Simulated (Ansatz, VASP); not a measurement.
**One calculation of TiAl3, two programs**

Contents of INCAR:

```
PREC = Accurate
ENCUT = 500
EDIFF = 1E-6
ISMEAR = 0
SIGMA = 0.15
LREAL = False
LASPH = True
NELM = 120
ALGO = Normal
ISIF = 2
LWAVE = False
LCHARG = False
GGA = PS
NBANDS = 44
GGA_COMPAT = False
```

KPOINTS

```
Automatic mesh
0
Gamma
  12 12 4
```

POSCAR

```
TiAl3
1.0
    0.0000000000     -3.9483448101      0.0000000000
    0.0000000000      0.0000000000     -3.9483448101
   13.3450344303      0.0000000000      0.0000000000
Ti Al
3 9
Direct
    0.0000000000      1.0000000000      0.2218848670
    0.0000000000      1.0000000000      0.5177510809
    0.0000000000      1.0000000000      0.8136172947
    0.5000000000      0.0000000000      0.0739517601
    0.5000000000      0.0000000000      0.3698179740
    0.5000000000      0.0000000000      0.6656841878
    0.0000000000      0.5000000000      0.0739517601
    0.0000000000      0.5000000000      0.3698179740
    0.0000000000      0.5000000000      0.6656841878
    0.5000000000      0.5000000000      0.8136172947
    0.5000000000      0.5000000000      0.2218848670
    0.5000000000      0.5000000000      0.5177510809
```

Input for Ansatz:

```yaml
crystal:
  lattice:
    - [0.0, -3.9483448101, 0.0]
    - [0.0, 0.0, -3.9483448101]
    - [13.3450344302, 0.0, 0.0]
  atoms:
    - { symbol: Ti, position: [0.0, 1.0, 0.221884867] }
    - { symbol: Ti, position: [0.0, 1.0, 0.5177510809] }
    - { symbol: Ti, position: [0.0, 1.0, 0.8136172947] }
    - { symbol: Al, position: [0.5, 0.0, 0.0739517601] }
    - { symbol: Al, position: [0.5, 0.0, 0.369817974] }
    - { symbol: Al, position: [0.5, 0.0, 0.6656841878] }
    - { symbol: Al, position: [0.0, 0.5, 0.0739517601] }
    - { symbol: Al, position: [0.0, 0.5, 0.369817974] }
    - { symbol: Al, position: [0.0, 0.5, 0.6656841878] }
    - { symbol: Al, position: [0.5, 0.5, 0.8136172947] }
    - { symbol: Al, position: [0.5, 0.5, 0.221884867] }
    - { symbol: Al, position: [0.5, 0.5, 0.5177510809] }
basis:
  ecutwfc: 420
kpoints:
  mp_grid: { grid: [12, 12, 4] }
hamiltonian:
  xc: pbesol
scf:
  occupations: { method: gaussian, width: 0.15 }
output:
  forces: true
  stress: true
  eigenvalues: true
```

Alike in both runs: task single point; functional PBEsol; k mesh 12 × 12 × 4; occupations gaussian, width 0.15 eV; no spin polarisation.

```csv
,VASP,Ansatz
version,VASP 6.6.1,Ansatz 0.2.0
potentials or method,"VASP PAW PBE potentials, release 64 (Ti_sv, Al), cutoff 500 eV","scalar-relativistic, plane waves, PAW"
valence electrons in the cell,63,63
```

Ansatz gave:

* gap on the k mesh at the Fermi level (eV): none
* pressure (GPa): -2.8
* traceless stress, the component that is largest in VASP (GPa): 0.56
* rms of the force components (eV/Å): 0.253

Which values does VASP return?

gap on the k mesh at the Fermi level (eV): none; pressure (GPa): -2.7; traceless stress, the component that is largest in VASP (GPa): 0.54; rms of the force components (eV/Å): 0.254.

VASP's potentials were made for PBE, not for PBEsol. Atom by atom the forces differ by 0.002 eV/Å (rms over components). A gap of «none» marks a metal or a gap that the smearing closes.
